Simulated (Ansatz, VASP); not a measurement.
## PdPtS3 in VASP and in Ansatz

```
CELL_PARAMETERS angstrom
4.62887 0.00000 0.00000
0.00000 4.62887 0.00000
0.00000 0.00000 4.62887
ATOMIC_POSITIONS crystal
Pd 0.50000 0.50000 0.50000
Pt 0.00000 0.00000 0.00000
S 0.50000 0.50000 0.00000
S 0.00000 0.50000 0.50000
S 0.50000 0.00000 0.50000
```

Change from the starting cell: species swapped into the Er3InN type (Pm-3m, No. 221).

Alike in both runs: functional PBE; k mesh 8 × 8 × 8; occupations gaussian, width 0.1 eV; no spin polarisation.

Ansatz relaxed the structure, and its values are those at the end. VASP's run is a single point on that final structure, the one shown.

|  | VASP | Ansatz |
| --- | --- | --- |
| version | VASP 6.6.1 | Ansatz 0.2.0 |
| potentials or method | VASP PAW PBE potentials, release 64 (Pd, Pt, S), cutoff 520 eV | scalar-relativistic, plane waves, PAW |
| valence electrons in the cell | 38 | 54 |

VASP gave:

```
gap on the k mesh at the Fermi level (eV) : none
pressure (GPa)                            : -0.1
```

Problem. What did Ansatz give for the same quantities?

Solution. gap on the k mesh at the Fermi level (eV): none; pressure (GPa): 0.0.

A gap of «none» marks a metal or a gap that the smearing closes. VASP's potentials hold 38 valence electrons a cell and Ansatz's 54, so a difference there can come from the potentials and not from the codes.

Neither program's run includes spin-orbit coupling.
